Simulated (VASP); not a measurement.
ZnSe (Stilleite): single point with PBEsol

ZnSe (Stilleite):

```
Zn Se
1.0
     0.00000    2.92528    2.92528
     2.92528    0.00000    2.92528
     2.92528    2.92528    0.00000
Zn Se
1 1
Direct
  0.00000 0.00000 0.00000
  0.25000 0.25000 0.25000
```

```yaml
Program: VASP 6.6.1
Task: single point
Functional: PBEsol
Potentials_or_basis: VASP PAW PBE potentials, release 64 (Zn, Se)
Cutoff: 520 eV
k_mesh: 6 × 6 × 6
Occupations: gaussian, width 0.01 eV
Spin: no spin polarisation
```

The pressure is -5.5 GPa and the band gap on the k mesh is 0.81 eV, direct.

Levels at points of the mesh, in eV from the valence-band top:
```
           k point  band 7  band 8  band 9  band 10  band 11  band 12
(0.00, 0.00, 0.00)    0.00    0.00    0.00     0.81     5.74     5.74
(0.50, 0.00, 0.00)   -4.70   -0.75   -0.75     2.28     6.30     6.30
(0.50, 0.50, 0.00)   -4.39   -1.89   -1.89     3.04     3.35     9.95
```

Wall time 9.1 s on 1 thread of Intel Xeon 6975P-C, on a shared host, peak memory 0.18 GiB.

Caveat: the PAW data sets were made with another functional, which shifts forces and pressure a little. A hybrid or GW would open this gap; PBEsol tends to underestimate it.
